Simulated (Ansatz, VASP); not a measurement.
## One calculation of SiC, two programs

The input POSCAR:

```
SiC
1.0
    4.3480000000      0.0000000000      0.0000000000
    0.0000000000     -4.3480000000      0.0000000000
    0.0000000000      0.0000000000     -4.3480000000
Si C
4 4
Direct
    0.0000000000      0.4655013799      0.5000000000
    0.5000000000      0.0000000000      0.5000000000
    0.5000000000      0.5000000000      0.0000000000
    0.0000000000      0.0000000000      0.0000000000
    0.7500000000      0.7500000000      0.7500000000
    0.2500000000      0.2500000000      0.7500000000
    0.2500000000      0.7500000000      0.2500000000
    0.7500000000      0.2500000000      0.2500000000
```

The input INCAR.step1:

```
SYSTEM = SiC
PREC = Accurate
ENCUT = 520
ISMEAR = 0
SIGMA = 0.05
LREAL = .FALSE.
LASPH = .TRUE.
NELM = 100
NBANDS = 26
GGA = PE
ALGO = Normal
EDIFF = 1E-4
LWAVE = .TRUE.
LCHARG = .FALSE.
```

File INCAR.step2:

```
SYSTEM = SiC
PREC = Accurate
ENCUT = 520
EDIFF = 1E-6
ISMEAR = 0
SIGMA = 0.05
LREAL = .FALSE.
LASPH = .TRUE.
NELM = 100
ALGO = Normal
ISIF = 2
LWAVE = .FALSE.
LCHARG = .TRUE.
METAGGA = R2SCAN
LMIXTAU = .TRUE.
LELF = .TRUE.
LVHAR = .TRUE.
NBANDS = 26
ISTART = 1
```

File KPOINTS:

```
Automatic mesh
0
G
  6 6 6
  0 0 0
```

Input for Ansatz:

```yaml
crystal:
  lattice:
    - [4.348, 0.0, 0.0]
    - [0.0, -4.348, 0.0]
    - [0.0, 0.0, -4.348]
  atoms:
    - { symbol: Si, position: [0.0, 0.4655013799, 0.5] }
    - { symbol: Si, position: [0.5, 0.0, 0.5] }
    - { symbol: Si, position: [0.5, 0.5, 0.0] }
    - { symbol: Si, position: [0.0, 0.0, 0.0] }
    - { symbol: C, position: [0.75, 0.75, 0.75] }
    - { symbol: C, position: [0.25, 0.25, 0.75] }
    - { symbol: C, position: [0.25, 0.75, 0.25] }
    - { symbol: C, position: [0.75, 0.25, 0.25] }
basis:
  ecutwfc: 500
kpoints:
  mp_grid: { grid: [6, 6, 6] }
hamiltonian:
  xc: r2scan
scf:
  occupations: { method: gaussian, width: 0.05 }
output:
  forces: true
  stress: true
  eigenvalues: true
```

Alike in both runs: task single point; functional r2SCAN; k mesh 6 × 6 × 6; occupations gaussian, width 0.05 eV; no spin polarisation.

|  | VASP | Ansatz |
| --- | --- | --- |
| version | VASP 6.6.1 | Ansatz 0.2.0 |
| potentials or method | VASP PAW PBE potentials, release 64 (Si, C), cutoff 520 eV | scalar-relativistic, plane waves, PAW |
| valence electrons in the cell | 32 | 32 |

```tsv
	VASP	Ansatz	Ansatz less VASP
gap on the k mesh at the Fermi level (eV)	1.09	1.08	-0.010
least direct gap on the mesh (eV)	1.09	1.08	-0.010
pressure (GPa)	1.9	2.1	+0.20
traceless stress, the component that is largest in VASP (GPa)	-2.41	-2.43	-0.023
rms of the force components (eV/Å)	0.940	0.942	+0.0023
```

VASP's potentials were made for PBE, not for r2SCAN. Atom by atom the forces differ by 0.003 eV/Å (rms over components). The functional is the same, so the differences come from potentials, cutoffs and numerics.
